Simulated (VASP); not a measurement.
# Al2O3 (R-3c) in VASP: notebook, part 2 of 2

VASP 6.6.1. Earlier steps stand in the parts before.

**4. Single point, LDA**

This run uses another cell than the first one, of 8.49 Å³/atom.

File INCAR:

```
ALGO = Normal
EDIFF = 1E-6
ENCUT = 520
ISIF = 2
ISMEAR = 0
LASPH = True
LCHARG = False
LREAL = False
LWAVE = False
NBANDS = 35
NELM = 100
PREC = Accurate
SIGMA = 0.01
```

File KPOINTS:

```
k-points
0
Gamma
  6 6 6
```

File POSCAR:

```
Al2O3
1.0
    2.3793614134      1.3737249525      4.3315939879
   -2.3793614134      1.3737249525      4.3315939879
    0.0000000000     -2.7474499051      4.3315939879
Al O
4 6
Direct
    0.8519115234      0.8519115234      0.8519115234
    0.3519115234      0.3519115234      0.3519115234
    0.1480884766      0.1480884766      0.1480884766
    0.6480884766      0.6480884766      0.6480884766
    0.4436339008      0.0563660992      0.7500000000
    0.0563660992      0.7500000000      0.4436339008
    0.5563660992      0.9436339008      0.2500000000
    0.2500000000      0.5563660992      0.9436339008
    0.9436339008      0.2500000000      0.5563660992
    0.7500000000      0.4436339008      0.0563660992
```

Potentials or basis: VASP PAW LDA potentials, release 64 (Al, O).

The run is started by

```bash
cat potpaw_LDA.64/Al/POTCAR potpaw_LDA.64/O/POTCAR > POTCAR
mpirun -np 1 vasp_std > vasp.out
```

OUTCAR:

```text
EDIFF = 1E-6
   ENCUT = 520
   ISIF = 2
   ISMEAR = 0
   LASPH = True
   LREAL = False
   NELM = 100
   PREC = Accurate

 ion  position               nearest neighbor table
   1  0.852  0.852  0.852-   8 1.86   9 1.86   7 1.86  10 1.97   5 1.97   6 1.97   4 2.65   3 2.79
                             3 2.79   3 2.79   4 3.22   4 3.22   4 3.22
   2  0.352  0.352  0.352-   6 1.86  10 1.86   5 1.86   9 1.97   7 1.97   8 1.97   3 2.65   4 2.79
[... 1143 lines left out ...]
  in kB      -42.4406236    -42.4406236    -46.0487226      0.0000000      0.0000000      0.0000000
  external PRESSURE =     -43.6433233 kB  Pullay stress =       0.0000000 kB

 VOLUME and BASIS-vectors are now :
 -----------------------------------------------------------------------------
  energy-cutoff  :      520.00
  volume of cell :       84.95
      direct lattice vectors                 reciprocal lattice vectors
     2.379361413  1.373724952  4.331593988     0.210140417  0.121324626  0.076953965
    -2.379361413  1.373724952  4.331593988    -0.210140417  0.121324626  0.076953965
     0.000000000 -2.747449905  4.331593988     0.000000000 -0.242649253  0.076953965

 POSITION                                       TOTAL-FORCE (eV/Angst)
 -----------------------------------------------------------------------------------
      0.00000     -0.00000     11.07040         0.000000     -0.000000      0.001083
      0.00000     -0.00000      4.57301         0.000000     -0.000000      0.001083
      0.00000     -0.00000      1.92438         0.000000      0.000000     -0.001083
      0.00000     -0.00000      8.42177         0.000000      0.000000     -0.001083
      0.92145     -1.37372      5.41449         0.080648      0.000000     -0.000000
     -1.65041     -0.11114      5.41449        -0.040324     -0.069843      0.000000
     -0.92145      1.37372      7.58029        -0.080648      0.000000      0.000000
     -0.72896     -1.48486      7.58029         0.040324     -0.069843      0.000000
      1.65041      0.11114      7.58029         0.040324      0.069843      0.000000
      0.72896      1.48486      5.41449        -0.040324      0.069843      0.000000
 -----------------------------------------------------------------------------------
    total drift:                               -0.000000      0.000000     -0.000000

  FREE ENERGIE OF THE ION-ELECTRON SYSTEM (eV)
  ---------------------------------------------------
  free  energy   TOTEN  =       -83.0864995495 eV

  energy  without entropy=      -83.0864995495  energy(sigma->0) =      -83.08649955
```

OSZICAR:

```text
N       E                     dE             d eps       ncg     rms          rms(c)
DAV:   1     0.209901190022E+03    0.20990E+03   -0.25407E+04  2240   0.131E+03
DAV:   2    -0.793539563275E+02   -0.28926E+03   -0.27981E+03  2865   0.284E+02
DAV:   3    -0.913820454554E+02   -0.12028E+02   -0.11984E+02  2890   0.585E+01
DAV:   4    -0.914694477779E+02   -0.87402E-01   -0.87344E-01  2800   0.576E+00
DAV:   5    -0.914702855045E+02   -0.83773E-03   -0.83753E-03  2785   0.559E-01    0.175E+01
DAV:   6    -0.832727166296E+02    0.81976E+01   -0.28678E+01  2713   0.283E+01    0.626E+00
DAV:   7    -0.831738748243E+02    0.98842E-01   -0.88267E-01  2685   0.456E+00    0.320E+00
DAV:   8    -0.830936733613E+02    0.80201E-01   -0.81856E-02  2800   0.209E+00    0.739E-01
DAV:   9    -0.830864527794E+02    0.72206E-02   -0.13854E-02  2904   0.609E-01    0.268E-01
DAV:  10    -0.830865194478E+02   -0.66668E-04   -0.50655E-04  2618   0.136E-01    0.650E-02
DAV:  11    -0.830864993105E+02    0.20137E-04   -0.13169E-04  2784   0.666E-02    0.254E-02
DAV:  12    -0.830864995495E+02   -0.23899E-06   -0.38476E-06  2748   0.130E-02
   1 F= -.83086500E+02 E0= -.83086500E+02  d E =-.461137E-18
```

Wall time 2.5 min (1 thread of Intel Xeon 8259CL, shared host); peak memory 0.22 GiB.

What came out:

- Free energy: -83.0865 eV
- Pressure: -4.4 GPa
- Largest force: 0.081 eV/Å
- Band gap on the k mesh: 6.19 eV

Forces on the atoms (eV/Å):
```
Al   0.000  0.000  0.001
Al   0.000  0.000  0.001
Al   0.000  0.000 -0.001
Al   0.000  0.000 -0.001
O    0.081  0.000  0.000
O   -0.040 -0.070  0.000
O   -0.081  0.000  0.000
O    0.040 -0.070  0.000
O    0.040  0.070  0.000
O   -0.040  0.070  0.000
```

Caveat: the cell stands under tension.

**5. Single point, PBEsol**

This run uses another cell than the first one, of 8.56 Å³/atom.

File INCAR:

```
SYSTEM = Al2O3
PREC = Accurate
ENCUT = 520
EDIFF = 1E-7
ISMEAR = -1
SIGMA = 0.02
LREAL = .False.
LASPH = .True.
NELM = 100
ALGO = Normal
ISIF = 2
LWAVE = .False.
LCHARG = .True.
GGA = PS
LELF = .True.
LVHAR = .True.
NBANDS = 35
```

File KPOINTS:

```
regular mesh
0
Gamma
  6 6 6
  0 0 0
```

File POSCAR:

```
Al2O3
1.0
    2.3869362333      1.3780982768      4.3382751938
   -2.3869362333      1.3780982768      4.3382751938
    0.0000000000     -2.7561965537      4.3382751938
Al O
4 6
Direct
    0.8520790907      0.8520790907      0.8520790907
    0.3520790907      0.3520790907      0.3520790907
    0.1479209093      0.1479209093      0.1479209093
    0.6479209093      0.6479209093      0.6479209093
    0.4441400853      0.0558599147      0.7500000000
    0.0558599147      0.7500000000      0.4441400853
    0.5558599147      0.9441400853      0.2500000000
    0.2500000000      0.5558599147      0.9441400853
    0.9441400853      0.2500000000      0.5558599147
    0.7500000000      0.4441400853      0.0558599147
```

Potentials or basis: VASP PAW PBE potentials, release 64 (Al, O).

The run is started by

```bash
cat potpaw_PBE.64/Al/POTCAR potpaw_PBE.64/O/POTCAR > POTCAR
mpirun -np 1 vasp_std > vasp.out
```

OUTCAR:

```text
SYSTEM = Al2O3
   PREC = Accurate
   ENCUT = 520
   EDIFF = 1E-7
   ISMEAR = -1
   LREAL = .False.
   LASPH = .True.
   NELM = 100
   ISIF = 2
   GGA = PS

 ion  position               nearest neighbor table
   1  0.852  0.852  0.852-   9 1.86   8 1.86   7 1.86  10 1.97   5 1.97   6 1.97   4 2.66   3 2.80
                             3 2.80   3 2.80   4 3.23   4 3.23   4 3.23
   2  0.352  0.352  0.352-  10 1.86   6 1.86   5 1.86   9 1.97   7 1.97   8 1.97   3 2.66   4 2.80
                             4 2.80   4 2.80   3 3.23   3 3.23   3 3.23
   3  0.148  0.148  0.148-   6 1.86  10 1.86   5 1.86   8 1.97   7 1.97   9 1.97   2 2.66   1 2.80
[... 1142 lines left out ...]

 VOLUME and BASIS-vectors are now :
 -----------------------------------------------------------------------------
  energy-cutoff  :      520.00
  volume of cell :       85.62
      direct lattice vectors                 reciprocal lattice vectors
     2.386936233  1.378098277  4.338275194     0.209473547  0.120939609  0.076835452
    -2.386936233  1.378098277  4.338275194    -0.209473547  0.120939609  0.076835452
     0.000000000 -2.756196554  4.338275194     0.000000000 -0.241879218  0.076835452

 POSITION                                       TOTAL-FORCE (eV/Angst)
 -----------------------------------------------------------------------------------
      0.00000     -0.00000     11.08966         0.000000      0.000000     -0.002124
      0.00000     -0.00000      4.58225         0.000000      0.000000     -0.002124
      0.00000     -0.00000      1.92516         0.000000     -0.000000      0.002124
      0.00000     -0.00000      8.43258         0.000000     -0.000000      0.002124
      0.92680     -1.37810      5.42284         0.004663     -0.000000     -0.000000
     -1.65687     -0.11358      5.42284        -0.002332     -0.004039     -0.000000
     -0.92680      1.37810      7.59198        -0.004663     -0.000000     -0.000000
     -0.73007     -1.49168      7.59198         0.002332     -0.004039     -0.000000
      1.65687      0.11358      7.59198         0.002332      0.004039     -0.000000
      0.73007      1.49168      5.42284        -0.002332      0.004039     -0.000000
 -----------------------------------------------------------------------------------
    total drift:                                0.000000      0.000000     -0.000000

  FREE ENERGIE OF THE ION-ELECTRON SYSTEM (eV)
  ---------------------------------------------------
  free  energy   TOTEN  =       -78.6643225902 eV

  energy  without entropy=      -78.6643225902  energy(sigma->0) =      -78.66432259
```

OSZICAR:

```text
N       E                     dE             d eps       ncg     rms          rms(c)
DAV:   1     0.218572974651E+03    0.21857E+03   -0.25292E+04  2240   0.131E+03
DAV:   2    -0.734108892112E+02   -0.29198E+03   -0.28162E+03  2877   0.283E+02
DAV:   3    -0.858096893891E+02   -0.12399E+02   -0.12353E+02  2885   0.596E+01
DAV:   4    -0.859052773698E+02   -0.95588E-01   -0.95529E-01  2800   0.601E+00
DAV:   5    -0.859064051614E+02   -0.11278E-02   -0.11276E-02  2836   0.653E-01    0.165E+01
DAV:   6    -0.787332349338E+02    0.71732E+01   -0.24600E+01  2721   0.263E+01    0.598E+00
DAV:   7    -0.786944645399E+02    0.38770E-01   -0.72811E-01  2693   0.422E+00    0.323E+00
DAV:   8    -0.786649102078E+02    0.29554E-01   -0.75428E-02  2740   0.212E+00    0.622E-01
DAV:   9    -0.786640563486E+02    0.85386E-03   -0.16487E-02  2941   0.663E-01    0.324E-01
DAV:  10    -0.786643561335E+02   -0.29978E-03   -0.51191E-04  2532   0.135E-01    0.690E-02
DAV:  11    -0.786643220964E+02    0.34037E-04   -0.25800E-04  2824   0.901E-02    0.249E-02
DAV:  12    -0.786643234577E+02   -0.13613E-05   -0.11765E-05  2669   0.209E-02    0.620E-03
DAV:  13    -0.786643226545E+02    0.80319E-06   -0.33389E-06  2816   0.100E-02    0.101E-03
DAV:  14    -0.786643225441E+02    0.11034E-06   -0.95721E-08  1749   0.197E-03    0.511E-04
DAV:  15    -0.786643225902E+02   -0.46104E-07   -0.75607E-09  1440   0.599E-04
   1 F= -.78664323E+02 E0= -.78664323E+02  d E =-.144540E-11
```

Wall time 3.6 min (1 thread of Intel Xeon 8259CL, shared host); peak memory 0.26 GiB.

What came out:

```yaml
Free_energy: -78.6643 eV
Pressure: 0.1 GPa
Largest_force: 0.005 eV/Å
Band_gap_on_the_k_mesh: 6.04 eV
```

Forces in eV/Å, atoms in the order of the input:
```
Al   0.000  0.000 -0.002
Al   0.000  0.000 -0.002
Al   0.000  0.000  0.002
Al   0.000  0.000  0.002
O    0.005  0.000  0.000
O   -0.002 -0.004  0.000
O   -0.005  0.000  0.000
O    0.002 -0.004  0.000
O    0.002  0.004  0.000
O   -0.002  0.004  0.000
```

Caveat: the PAW data sets were made with another functional, which shifts forces and pressure a little.

**6. The runs side by side**

```tsv
level	potentials or basis	cell	smearing	gap on the mesh (eV)	pressure (GPa)	largest force (eV/Å)
LDA	VASP PAW LDA potentials, release 64 (Al, O)	a = 5.091 Å, angles 55.3°, 10 atoms	fermi-dirac 0.02 eV	6.44	0.8	0.01
PBE	VASP PAW PBE potentials, release 64 (Al, O)	a = 5.129 Å, angles 55.3°, 10 atoms	fermi-dirac 0.02 eV	6.24	7.4	0.03
LDA	VASP PAW LDA potentials, release 64 (Al, O)	a = 5.129 Å, angles 55.3°, 10 atoms	gaussian 0.01 eV	6.19	-4.4	0.08
PBEsol	VASP PAW PBE potentials, release 64 (Al, O)	a = 5.140 Å, angles 55.3°, 10 atoms	fermi-dirac 0.02 eV	6.04	0.1	-
```

Alike in all rows: task single point; no spin polarisation; k mesh 6 × 6 × 6; cutoff (eV) 520.

Caveats: the cell stands under pressure (at least some runs); the cell stands under tension (at least some runs); the PAW data sets were made with another functional, which shifts forces and pressure a little (at least some runs).

Total energies depend on the potentials used, so only differences within one code and one set of settings carry meaning.
